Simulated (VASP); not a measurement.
ZrSi6:

```
Zr Si
1.0
     7.04847    0.00000    0.00000
    -3.52424    6.10416    0.00000
     0.00000    0.00000    2.94750
Zr Si
1 6
Cartesian
  0.0000 0.0000 0.0000
  -1.2089 4.7674 0.0000
  0.0000 2.6735 0.0000
  1.2089 4.7674 0.0000
  4.7332 1.3368 0.0000
  3.5242 3.4307 0.0000
  2.3153 1.3368 0.0000
```

```yaml
Program: VASP 6.6.1
Task: relaxation of cell and atoms
Functional: PBE
Potentials_or_basis: VASP PAW PBE potentials, release 64 (Zr_sv, Si)
Cutoff: 600 eV
k_mesh: 3 × 3 × 6
Occupations: gaussian, width 0.1 eV
Spin: no spin polarisation
```

At the start: pressure 0.1 GPa; volume 18.12 Å³/atom.

Task: How do energy, volume and symmetry change on relaxing?

Result: Over 9 steps the energy falls by 76.1 meV/atom and the volume is 17.29 Å³/atom (-4.6 %); space group P6/mmm (No. 191, to 0.05 Å).

The path:
| step | energy change (eV) | largest force (eV/Å) | pressure (GPa) | volume (Å³) |
| --- | --- | --- | --- | --- |
| 1 | 0.0000 | 0.1391 | 0.10 | 126.82 |
| 2 | -0.3996 | 0.0095 | -2.37 | 126.83 |
| 3 | -0.4539 | 0.0585 | -3.03 | 126.76 |
| 4 | -0.4403 | 0.1853 | -3.76 | 126.49 |
| 5 | -0.4700 | 0.1099 | -3.47 | 126.67 |
| 6 | -0.5086 | 0.0375 | 1.12 | 118.90 |
| 7 | -0.5247 | 0.0884 | -0.64 | 121.70 |
| 8 | -0.5325 | 0.0262 | 0.34 | 120.85 |
| 9 | -0.5330 | 0.0007 | 0.15 | 121.02 |

Final structure:
```xyz
7
Lattice="7.2061 0.0000 0.0000 -3.6030 6.2406 0.0000 0.0000 0.0000 2.6911" Properties=species:S:1:pos:R:3 pbc="T T T"
Zr    0.0000    0.0000    0.0000
Si   -1.2405    4.8766    0.0000
Si    0.0000    2.7280    0.0000
Si    1.2405    4.8766    0.0000
Si    4.8435    1.3640    0.0000
Si    3.6030    3.5126    0.0000
Si    2.3625    1.3640    0.0000
```
